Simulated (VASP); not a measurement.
Write the native input for VASP 6.6.1 that does the following.

| Quantity | Value |
| --- | --- |
| Task | single point |
| Functional | r2SCAN |
| Potentials or basis | VASP PAW PBE potentials, release 64 (Li_sv, H) |
| Cutoff | 520 eV |
| k mesh | 9 × 9 × 6 |
| Occupations | gaussian, width 0.01 eV |
| Spin | no spin polarisation |
| Dipole correction | no |
| Further INCAR settings | ALGO = Normal; EDIFF = 1e-06; NBANDS = 12 |

LiH:

```
CELL_PARAMETERS angstrom
3.18937 0.00000 0.00000
-1.59468 2.76207 0.00000
0.00000 0.00000 3.98539
ATOMIC_POSITIONS crystal
Li 0.33333 0.66667 0.93749
Li 0.66667 0.33333 0.43749
H 0.33333 0.66667 0.43751
H 0.66667 0.33333 0.93751
```

This cell differs from its parent crystal: volume changed by -6%.

One way to write it, as run:

POSCAR

```
LiH
1.0
    3.1893656273      0.0000000000      0.0000000000
   -1.5946828136      2.7620716552      0.0000000000
    0.0000000000      0.0000000000      3.9853893038
Li H
2 2
Direct
    0.3333333333      0.6666666667     -0.0625093473
    0.6666666667      0.3333333333      0.4374906527
    0.3333333333      0.6666666667      0.4375093473
    0.6666666667      0.3333333333      0.9375093473
```

INCAR.step1

```
SYSTEM = LiH
ALGO = Normal ; EDIFF = 1E-4
ENCUT = 520 ; GGA = PE
ISMEAR = 0 ; LASPH = .True.
LCHARG = .False. ; LREAL = .False.
LWAVE = .True. ; NBANDS = 12
NELM = 60 ; PREC = Accurate
SIGMA = 0.01
```

INCAR.step2

```
SYSTEM = LiH
ALGO = Normal ; EDIFF = 1E-6
ENCUT = 520 ; ISIF = 2
ISMEAR = 0 ; ISTART = 1
LASPH = .True. ; LCHARG = .False.
LMIXTAU = .True. ; LREAL = .False.
LWAVE = .False. ; METAGGA = R2SCAN
NBANDS = 12 ; NELM = 60
PREC = Accurate ; SIGMA = 0.01
```

KPOINTS

```
k-points
0
Gamma
  9 9 6
  0 0 0
```

Potentials or basis: VASP PAW PBE potentials, release 64 (Li_sv, H).

Run with:

```console
$ cat potpaw_PBE.64/Li_sv/POTCAR potpaw_PBE.64/H/POTCAR > POTCAR
$ cp INCAR.step1 INCAR
$ mpirun -np 1 vasp_std > vasp.out
$ cp INCAR.step2 INCAR
$ mpirun -np 1 vasp_std > vasp.out
```

Results of the run:

```yaml
Largest_force: 0.005 eV/Å
Band_gap_on_the_k_mesh: 2.18 eV, indirect (least direct gap 3.57 eV)
```

Caveat: the PAW data sets were made with another functional, which shifts forces and pressure a little.

Run time: 54 s on 1 thread of Intel(R) Xeon(R) Platinum 8488C (Sapphire Rapids), with other jobs on the host, peak memory 0.15 GiB.
